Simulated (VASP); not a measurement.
Set up this calculation in VASP 6.6.1, as the native input.

```yaml
Task: single point
Functional: PBEsol
Potentials_or_basis: VASP PAW PBE potentials, release 64 (In_d, Se)
Cutoff: 520 eV
k_mesh: 9 × 9 × 8
Occupations: fermi-dirac, width 0.02 eV
Spin: no spin polarisation
Dipole_correction: no
Further_INCAR_settings: ALGO = Normal; EDIFF = 1e-07; NBANDS = 27
```

The structure of InSe lies in POSCAR:

```
InSe
1.0
    5.8263928781     -2.0546489550      0.0000000000
    5.8263928781      2.0546489550      0.0000000000
   -1.7232330140      0.0000000000      4.7713478577
In Se
2 2
Direct
    0.8882032500      0.8882032500      0.0468413600
    0.1117967500      0.1117967500      0.9531586400
    0.6609275900      0.6609275900      0.6689556200
    0.3390724100      0.3390724100      0.3310443800
```

These files were run (other wordings do the same):

INCAR

```
SYSTEM = InSe
ALGO     = Normal         ! electronic algorithm
EDIFF    = 1E-7           ! SCF threshold, eV
ENCUT    = 520            ! plane-wave cutoff, eV
GGA      = PS             ! functional
ISIF     = 2              ! what is computed and relaxed
ISMEAR   = -1             ! smearing method
LASPH    = .TRUE.         ! aspherical terms in the spheres
LCHARG   = .FALSE.        ! write CHGCAR
LREAL    = .FALSE.        ! projectors in reciprocal space
LWAVE    = .FALSE.        ! write WAVECAR
NBANDS   = 27             ! bands
NELM     = 100            ! most SCF steps
PREC     = Accurate       ! precision mode
SIGMA    = 0.02           ! smearing width, eV
```

KPOINTS

```
k-points
0
G
  9 9 8
  0 0 0
```

Potentials or basis: VASP PAW PBE potentials, release 64 (In_d, Se).

Launch:

```bash
$ cat potpaw_PBE.64/In_d/POTCAR potpaw_PBE.64/Se/POTCAR > POTCAR
$ mpirun -np 1 vasp_std > vasp.out
```

It gave:

```json
{"Pressure": "-1.1 GPa", "Largest force": "0.083 eV/Å", "Band gap on the k mesh": "1.08 eV, indirect (least direct gap 1.20 eV)"}
```

Caveat: the PAW data sets were made with another functional, which shifts forces and pressure a little; spin-orbit coupling is left out, which moves the levels of the heavy elements.

It took 5.7 min on 1 thread of Intel(R) Xeon(R) Platinum 8559C (Emerald Rapids) (shared host), peak memory 0.63 GiB.
